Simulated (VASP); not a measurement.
CdHClO: single point with LDA

The system is CdHClO.

```
CELL_PARAMETERS angstrom
5.06962 0.67477 0.86748
0.56583 4.15408 0.14070
-0.04210 0.21804 6.10366
ATOMIC_POSITIONS crystal
Cd 0.35571 0.09711 0.26882
Cd 0.98181 0.60293 0.64838
O 0.59549 0.50490 0.43006
O 0.06166 0.04851 0.90395
Cl 0.91727 0.67514 0.17026
Cl 0.50272 0.31568 0.80568
H 0.64629 0.43039 0.08314
H 0.81914 0.10576 0.42116
```

```json
{
 "Program": "VASP 6.6.1",
 "Task": "single point",
 "Functional": "LDA",
 "Potentials or basis": "VASP PAW LDA potentials, release 64 (Cd, O, Cl, H)",
 "Cutoff": "520 eV",
 "k mesh": "3 × 4 × 3",
 "Occupations": "fermi-dirac, width 0.05 eV",
 "Spin": "no spin polarisation"
}
```

```
Pressure               : -12.3 GPa
Largest force          : 2.127 eV/Å
Band gap on the k mesh : 0.09 eV, indirect (least direct gap 0.23 eV)
```

Forces on the atoms (eV/Å):
```
Cd  -0.022 -0.061 -0.205
Cd   0.103  0.184  0.968
O    0.584 -1.638 -1.225
O   -0.267 -0.929 -0.127
Cl  -0.478  0.986 -1.068
Cl   0.211  0.497  1.858
H    0.123 -0.247 -0.386
H   -0.253  1.208  0.184
```

Stress tensor (GPa, compression positive):
```
 -9.29  -0.66  -5.16
 -0.66 -15.51  -0.85
 -5.16  -0.85 -12.11
```

Levels at points of the mesh, in eV from the valence-band top:
| k point | band 24 | band 25 | band 26 | band 27 | band 28 | band 29 |
| --- | --- | --- | --- | --- | --- | --- |
| (0.00, 0.00, 0.00) | -1.52 | -1.03 | -0.52 | 0.15 | 1.27 | 2.01 |
| (0.00, 0.50, 0.00) | -1.26 | -0.61 | -0.21 | 0.43 | 1.18 | 1.34 |

Run time: 67 s on 1 thread of Intel(R) Xeon(R) Platinum 8375C CPU @ 2.90GHz (Ice Lake), on a shared host, peak memory 0.24 GiB.

Caveat: the k points lie up to 0.42 Å⁻¹ apart.
